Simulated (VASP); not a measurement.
# AgBr (I4/mmm) in VASP: a series of runs

The runs below take AgBr through electric field gradients, with LDA.

Everything below comes from runs of VASP 6.6.1. Logs are shortened: lines on timing, memory, paths and dates and some standing lists are left out, and cuts for length are marked.

### 1 The cell of the first run

It takes space group I4/mmm (No. 139, tetragonal). Conventional cell: a = 4.041 Å, b = 4.041 Å, c = 5.772 Å, α = 90.00°, β = 90.00°, γ = 90.00°. Within 3.8 Å of Ag (site symmetry 4/mmm) lie 6 Br at 2.86 to 2.89 Å. Within 3.8 Å of Br (site symmetry 4/mmm) lie 6 Ag at 2.86 to 2.89 Å.

### 2 Electric field gradients, LDA (equal xx and yy strain of -1 %)

INCAR

```
PREC = Accurate ; ENCUT = 400
EDIFF = 1E-8 ; ISMEAR = -1
SIGMA = 0.03 ; LREAL = False
LASPH = True ; NELM = 120
ALGO = Normal ; ISIF = 2
LWAVE = False ; LCHARG = False
GGA = CA ; LEFG = True
NBANDS = 16 ; GGA_COMPAT = False
```

KPOINTS

```
regular mesh
0
Gamma
  7 7 7
```

POSCAR

```
AgBr
1.0
    0.0000000000      2.8571895000      2.8860500000
    2.8571895000      0.0000000000      2.8860500000
    2.8571895000      2.8571895000      0.0000000000
Ag Br
1 1
Direct
    0.5000000000      0.5000000000      0.5000000000
    0.0000000000      0.0000000000      0.0000000000
```

Potentials or basis: VASP PAW LDA potentials, release 64 (Ag, Br).

On the command line:

```console
$ cat potpaw_LDA.64/Ag/POTCAR potpaw_LDA.64/Br/POTCAR > POTCAR
$ mpirun -np 1 vasp_std > vasp.out
```

OUTCAR:

```text
PREC = Accurate
   ENCUT = 400
   EDIFF = 1E-8
   ISMEAR = -1
   LREAL = False
   LASPH = True
   NELM = 120
   ISIF = 2
   GGA = CA

 ion  position               nearest neighbor table
   1  0.500  0.500  0.500-   2 2.86   2 2.86   2 2.86   2 2.86   2 2.89   2 2.89
   2  0.000  0.000  0.000-   1 2.86   1 2.86   1 2.86   1 2.86   1 2.89   1 2.89

  LATTYP: Found a body centered tetragonal cell.
 ALAT       =     4.0406761412
 C/A-ratio  =     1.4284985479

  Lattice vectors:

 A1 = (  -2.8571895000,   0.0000000000,   2.8860500000)
 A2 = (   2.8571895000,   0.0000000000,   2.8860500000)
 A3 = (   0.0000000000,   2.8571895000,  -2.8860500000)

Analysis of symmetry for initial positions (statically):
=====================================================================
 Subroutine PRICEL returns:
 Original cell was already a primitive cell.

 Routine SETGRP: Setting up the symmetry group for a
 body centered tetragonal supercell.

 Subroutine GETGRP returns: Found 16 space group operations
 (whereof 16 operations were pure point group operations)
 out of a pool of 16 trial point group operations.

The static configuration has the point symmetry D_4h.

Analysis of symmetry for dynamics (positions and initial velocities):
=====================================================================
 Subroutine PRICEL returns:
 Original cell was already a primitive cell.

 Routine SETGRP: Setting up the symmetry group for a
 body centered tetragonal supercell.

 Subroutine GETGRP returns: Found 16 space group operations
 (whereof 16 operations were pure point group operations)
 out of a pool of 16 trial point group operations.

The dynamic configuration has the point symmetry D_4h.

 Subroutine INISYM returns: Found 16 space group operations
 (whereof 16 operations are pure point group operations),
 and found     1 'primitive' translations

----------------------------------------------------------------------------------------

                                     Primitive cell

  volume of cell :      47.1207

  direct lattice vectors                    reciprocal lattice vectors
     0.000000000  2.857189500  2.886050000    -0.174997143  0.174997143  0.173247172
     2.857189500  0.000000000  2.886050000     0.174997143 -0.174997143  0.173247172
     2.857189500  2.857189500  0.000000000     0.174997143  0.174997143 -0.173247172

  length of vectors
     4.061134871  4.061134871  4.040676141     0.302096976  0.302096976  0.302096976

  position of ions in fractional coordinates (direct lattice)
     0.500000000  0.500000000  0.500000000
     0.000000000  0.000000000  0.000000000

  ion indices of the primitive-cell ions
   primitive index   ion index
                 1           1
                 2           2

----------------------------------------------------------------------------------------

 KPOINTS: regular mesh

Automatic generation of k-mesh.
 Grid dimensions read from file:
 generate k-points for:    7    7    7

 Generating k-lattice:

  Cartesian coordinates                     Fractional coordinates (reciprocal lattice)
    -0.024999592  0.024999592  0.024749596     0.142857143  0.000000000  0.000000000
     0.024999592 -0.024999592  0.024749596     0.000000000  0.142857143  0.000000000
     0.024999592  0.024999592 -0.024749596    -0.000000000 -0.000000000  0.142857143

  Length of vectors
     0.043156711  0.043156711  0.043156711

  Shift w.r.t. Gamma in fractional coordinates (k-lattice)
     0.000000000  0.000000000  0.000000000

 Subroutine IBZKPT returns following result:
 ===========================================

 Found     40 irreducible k-points:

 Following reciprocal coordinates:
            Coordinates               Weight
  0.000000  0.000000  0.000000      1.000000
  0.142857 -0.000000  0.000000      8.000000
  0.285714 -0.000000  0.000000      8.000000
  0.428571  0.000000  0.000000      8.000000
  0.142857  0.142857  0.000000      2.000000
  0.285714  0.142857  0.000000      8.000000
[... 16 lines left out ...]
  0.428571  0.285714  0.142857      8.000000
 -0.428571  0.285714  0.142857     16.000000
 [... further k-points ...]
   k-points           NKPTS =     40   k-points in BZ     NKDIM =     40   number of bands    NBANDS=     16
   number of dos      NEDOS =    301   number of ions     NIONS =      2
   total plane-waves  NPLWV =  21952
   dimension x,y,z NGX =    28 NGY =   28 NGZ =   28
   dimension x,y,z NGXF=    56 NGYF=   56 NGZF=   56
   ions per type =               1   1
   NGX,Y,Z   is equivalent  to a cutoff of  11.46, 11.46, 11.52 a.u.
   NGXF,Y,Z  is equivalent  to a cutoff of  22.92, 22.92, 23.04 a.u.
 SYSTEM =  unknown system
   PREC   = accura    normal or accurate (medium, high low for compatibility)
   ISTART =      0    job   : 0-new  1-cont  2-samecut
   ICHARG =      2    charge: 1-file 2-atom 10-const
   ISPIN  =      1    spin polarized calculation?
   LNONCOLLINEAR =      F non collinear calculations
   LSORBIT =      F    spin-orbit coupling
   LASPH  =      T    aspherical Exc in radial PAW
   ENCUT  =  400.0 eV  29.40 Ry    5.42 a.u.   6.62  6.62  6.59*2*pi/ulx,y,z
   NELM   =    120;   NELMIN=  2; NELMDL= -5     # of ELM steps
   EDIFF  = 0.1E-07   stopping-criterion for ELM
   LREAL  =      F    real-space projection
   EDIFFG = 0.1E-06   stopping-criterion for IOM
   NSW    =      0    number of steps for IOM
   IBRION =     -1    ionic relax: 0-MD 1-quasi-New 2-CG
   NFREE  =      0    steps in history (QN), initial steepest desc. (CG)
   ISIF   =      2    stress and relaxation
   ISYM   =      2    0-nonsym 1-usesym 2-fastsym
   POTIM  = 0.5000    time-step for ionic-motion
   TEBEG  =    0.0;   TEEND  =   0.0 temperature during run
   PSTRESS=    0.0 pullay stress
   NELECT =      18.0000    total number of electrons
   NUPDOWN=      -1.0000    fix difference up-down
   EMIN   =  10.00;   EMAX   =-10.00  energy-range for DOS
   EFERMI =   0.00;   METHOD = LEGACY
   ISMEAR =    -1;   SIGMA  =   0.03  broadening in eV -4-tet -1-fermi 0-gaus
   EFERMI_NEDOS =   21; number of points for ismear=-14 and -15
   IALGO  =     38    algorithm
   IMIX   =      4    mixing-type and parameters
     AMIX     =   0.40;   BMIX     =  1.00
     AMIX_MAG =   1.60;   BMIX_MAG =  1.00
  volume/ion in A,a.u.               =      23.56       158.99
  Fermi-wavevector in a.u.,A,eV,Ry     =   1.187850  2.244711 19.197660  1.410988
  Thomas-Fermi vector in A             =   2.323993
   LORBIT       =      0    0 simple, 1 ext, 2 COOP (PROOUT), +10 PAW based schemes
   GGA     = CA    functional components
   LHFCALC =     F    Hartree Fock is set to
   AEXX    =    0.0000 exact exchange contribution
   IVDW    =     0    specifies the selected vdW correction
   LEPSILON=     F    determine dielectric tensor
   LRPA    =     F    only Hartree local field effects (RPA)
 non-spin polarized calculation
  energy-cutoff  :      400.00
  volume of cell :       47.12
 maximum number of plane-waves:       881
   NGX = 13   NGY = 13   NGZ = 13

 number of electron      17.9999999 magnetization

 Free energy of the ion-electron system (eV)
  ---------------------------------------------------
  ext. energy  EPLUGINS =         0.00000000
  ---------------------------------------------------
  free energy    TOTEN  =        -6.36365860 eV

  energy without entropy =       -6.36365207  energy(sigma->0) =       -6.36365534

 E-fermi :   3.7624     XC(G=0): -10.2911

 val. band max:        3.4924320658   @ k =   0.4286   0.0000   0.0000
 cond. band min:       3.9472047519   @ k =   0.0000   0.0000   0.0000
 fundamental gap:      0.4547726860
 Fermi energy:         3.7624292215

 k-point     1 :       0.0000    0.0000    0.0000
  band No.  band energies     occupation
      1     -11.5820      2.00000
      2       0.6398      2.00000
      3       0.6517      2.00000
      4       0.6588      2.00000
      5       0.6645      2.00000
      6       0.6645      2.00000
[... 8 lines left out ...]
     15      14.9151      0.00000
     16      15.1513      0.00000

 k-point     2 :       0.1429   -0.0000    0.0000
  band No.  band energies     occupation
      1     -11.5014      2.00000
      2       0.1736      2.00000
      3       0.1786      2.00000
      4       0.2050      2.00000
      5       0.7081      2.00000
      6       0.7192      2.00000
[... 8 lines left out ...]
     15      14.3634      0.00000
     16      14.5866      0.00000

 k-point     3 :       0.2857   -0.0000    0.0000
  band No.  band energies     occupation
      1     -11.3100      2.00000
      2      -0.9931      2.00000
      3      -0.3805      2.00000
      4      -0.3510      2.00000
      5       0.8447      2.00000
      6       0.8492      2.00000
[... 8 lines left out ...]
     15      15.0695      0.00000
     16      15.0910      0.00000

 k-point     4 :       0.4286    0.0000    0.0000
  band No.  band energies     occupation
      1     -11.1443      2.00000
      2      -1.7496      2.00000
      3      -0.6891      2.00000
      4      -0.6565      2.00000
      5       0.9577      2.00000
      6       0.9593      2.00000
[... 8 lines left out ...]
     15      16.3187      0.00000
     16      16.3824      0.00000

 k-point     5 :       0.1429    0.1429    0.0000
  band No.  band energies     occupation
      1     -11.4809      2.00000
      2      -0.3103      2.00000
      3       0.5328      2.00000
      4       0.5328      2.00000
      5       0.5862      2.00000
      6       0.6813      2.00000
[... 8 lines left out ...]
     15      16.4497      0.00000
     16      16.5688      0.00000

 k-point     6 :       0.2857    0.1429    0.0000
  band No.  band energies     occupation
      1     -11.3361      2.00000
      2      -0.8867      2.00000
      3      -0.0402      2.00000
      4       0.0337      2.00000
      5       0.6907      2.00000
      6       0.8585      2.00000
[... 8 lines left out ...]
     15      16.2299      0.00000
     16      16.2719      0.00000
[... 267 lines left out ...]
 k-point    21 :      -0.2857    0.0000    0.1429
  band No.  band energies     occupation
      1     -11.2119      2.00000
      2      -1.3102      2.00000
      3      -0.5882      2.00000
      4      -0.2917      2.00000
      5       0.8602      2.00000
      6       0.9278      2.00000
[... 8 lines left out ...]
     15      15.9976      0.00000
     16      17.0255      0.00000

 k-point    22 :      -0.1429    0.0000    0.1429
  band No.  band energies     occupation
      1     -11.3882      2.00000
      2      -0.6057      2.00000
      3      -0.2691      2.00000
      4       0.2130      2.00000
      5       0.7449      2.00000
      6       0.8292      2.00000
[... 8 lines left out ...]
     15      15.6730      0.00000
     16      15.8864      0.00000

 k-point    23 :       0.4286    0.2857    0.1429
  band No.  band energies     occupation
      1     -11.2086      2.00000
      2      -1.1747      2.00000
      3      -0.4095      2.00000
      4      -0.0379      2.00000
      5       0.8033      2.00000
      6       0.9397      2.00000
[... 8 lines left out ...]
     15      17.4425      0.00000
     16      17.8460      0.00000

 k-point    24 :      -0.4286    0.2857    0.1429
  band No.  band energies     occupation
      1     -11.0990      2.00000
      2      -1.2829      2.00000
      3      -0.6152      2.00000
      4      -0.4484      2.00000
      5       0.8986      2.00000
      6       0.9909      2.00000
[... 8 lines left out ...]
     15      16.4083      0.00000
     16      17.8585      0.00000

 [... further k-points ...]

------------------------ aborting loop because EDIFF is reached ----------------------------------------

  FORCE on cell =-STRESS in cart. coord.  units (eV):
  Direction    XX          YY          ZZ          XY          YZ          ZX
  --------------------------------------------------------------------------------------
  -------------------------------------------------------------------------------------
  Total       -1.2125883     -1.2125883     -1.2723248      0.0000000      0.0000000     -0.0000000
  in kB      -41.2298744    -41.2298744    -43.2610092      0.0000000      0.0000000     -0.0000000
  external PRESSURE =     -41.9069194 kB  Pullay stress =       0.0000000 kB

 VOLUME and BASIS-vectors are now :
 -----------------------------------------------------------------------------
  energy-cutoff  :      400.00
  volume of cell :       47.12
      direct lattice vectors                 reciprocal lattice vectors
     0.000000000  2.857189500  2.886050000    -0.174997143  0.174997143  0.173247172
     2.857189500  0.000000000  2.886050000     0.174997143 -0.174997143  0.173247172
     2.857189500  2.857189500  0.000000000     0.174997143  0.174997143 -0.173247172

 POSITION                                       TOTAL-FORCE (eV/Angst)
 -----------------------------------------------------------------------------------
      2.85719      2.85719      2.88605         0.000000      0.000000     -0.000000
      0.00000      0.00000      0.00000        -0.000000     -0.000000      0.000000
 -----------------------------------------------------------------------------------
    total drift:                                0.000000      0.000000      0.000000

  FREE ENERGIE OF THE ION-ELECTRON SYSTEM (eV)
  ---------------------------------------------------
  free  energy   TOTEN  =        -6.3636586025 eV

  energy  without entropy=       -6.3636520678  energy(sigma->0) =       -6.36365534

 Electric field gradients (V/A^2)
---------------------------------------------------------------------
 ion       V_xx      V_yy      V_zz      V_xy      V_xz      V_yz
---------------------------------------------------------------------
   1      -2.941    -2.941     5.883    -0.002    -0.001    -0.001
   2       5.109     5.109   -10.217     0.000     0.000     0.000
---------------------------------------------------------------------

 Electric field gradients after diagonalization (V/A^2)
 (convention: |V_zz| > |V_xx| > |V_yy|)
----------------------------------------------------------------------
 ion       V_xx      V_yy      V_zz     asymmetry (V_yy - V_xx)/ V_zz
----------------------------------------------------------------------
   1      -2.943    -2.940     5.883       0.001
   2       5.109     5.108   -10.217       0.000
----------------------------------------------------------------------

           NMR quadrupolar parameters

 Cq : quadrupolar parameter    Cq=e*Q*V_zz/h
 eta: asymmetry parameters     (V_yy - V_xx)/ V_zz
 Q  : nuclear electric quadrupole moment in mb (millibarn)
----------------------------------------------------------------------
 ion       Cq(MHz)       eta       Q (mb)
----------------------------------------------------------------------
   1       0.014       0.001       1.000
   2      -0.025       0.000       1.000
----------------------------------------------------------------------
```

Wall time 47 s (1 thread of Intel Xeon 8259CL, shared host); peak memory 0.15 GiB.

What came out:

- Free energy: -6.3637 eV
- Pressure: -4.2 GPa
- Band gap on the k mesh: 0.45 eV (least direct gap 2.33 eV)
- Largest electric field gradient by atom: Ag +5.9; Br -10.2 V/Å²

Stress tensor (GPa, compression positive):
```
-4.12  0.00  0.00
 0.00 -4.12  0.00
 0.00  0.00 -4.33
```

Levels at points of the mesh, in eV from the valence-band top:
```csv
k point,band 5,band 6,band 7,band 8,band 9,band 10,band 11,band 12,band 13,band 14
"(0.00, 0.00, 0.00)",-2.83,-2.83,-1.91,-1.91,-1.87,0.45,9.86,9.89,9.89,10.92
```

Electric field gradients, principal values (V/Å²):
```tsv
atom	least	middle	greatest (by size)
1 Ag	-2.940	-2.943	5.883
2 Br	5.108	5.109	-10.217
```

Caveat: the cell differs from its parent crystal (equal xx and yy strain of -1 %); the cell stands under tension; without QUAD_EFG the Cq values of the log hold for a quadrupole moment of 1 mb, not for the nuclei; an odd mesh through Γ misses points on the zone boundary, where band edges can lie.

(Part 1 of 3 ends here.)
